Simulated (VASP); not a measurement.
A run of VASP 6.6.1 is set up as follows.

File INCAR:

```
SYSTEM = Si2O
PREC = Accurate
ENCUT = 520
EDIFF = 1E-6
ISMEAR = 0
SIGMA = 0.1
LREAL = .FALSE.
LASPH = .TRUE.
NELM = 60
ALGO = Normal
ISIF = 2
LWAVE = .FALSE.
LCHARG = .TRUE.
GGA = PE
LELF = .TRUE.
LVHAR = .TRUE.
NBANDS = 14
```

The input KPOINTS:

```
regular mesh
0
G
  14 14 14
  0 0 0
```

File POSCAR:

```
Si2O
1.0
    0.0000000000      2.4446804366      3.9720841664
    2.4445385702      0.0000000000      3.9720841664
    2.4445385702      2.4446804366      0.0000000000
Si O
2 1
Direct
    0.2084347609      0.2084347609      0.7915652391
    0.7915652391      0.7915652391      0.2084347609
    0.0000000000      0.0000000000      0.0000000000
```

Potentials or basis: VASP PAW PBE potentials, release 64 (Si, O).

Command:

```bash
$ cat potpaw_PBE.64/Si/POTCAR potpaw_PBE.64/O/POTCAR > POTCAR
$ mpirun -np 1 vasp_std > vasp.out
```

(1) What does it give for the largest force?

(2) Predict the band gap on the k mesh.

(3) Predict the pressure.

Answers

(1) 0.023 eV/Å.

(2) zero (band 7 reaches 7.73 eV, above the bottom of band 8 at 2.80 eV).

(3) 0.0 GPa.
